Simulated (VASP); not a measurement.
Runs of VASP 6.6.1 on Ti. The structure is that of space group P6_3/mmc (No. 194), or close to it. The cells are those of the table. 

```tsv
cell	gap on the mesh (eV)	pressure (GPa)
a = 3.017, b = 3.017, c = 4.787 Å, angles 90.0, 90.0, 120.0°, 2 atoms	none	(b)
a = 2.900, b = 2.900, c = 4.601 Å, angles 90.0, 90.0, 120.0°, 2 atoms	none	4.1
a = 2.989, b = 2.989, c = 4.742 Å, angles 90.0, 90.0, 120.0°, 2 atoms	none	(a)
a = 2.930, b = 2.930, c = 4.649 Å, angles 90.0, 90.0, 120.0°, 2 atoms	none	0.4
a = 2.960, b = 2.960, c = 4.696 Å, angles 90.0, 90.0, 120.0°, 2 atoms	none	-2.9
```

Alike in all rows: task single point; level PBE; potentials or basis VASP PAW PBE potentials, release 64 (Ti_sv); no spin polarisation; k mesh 9 × 9 × 5; cutoff (eV) 520; smearing fermi-dirac 0.05 eV.

Q: Estimate the missing entries.

A: (a) -5.6; (b) -8.1.

A gap of «none» marks levels without a gap at the run's occupations.
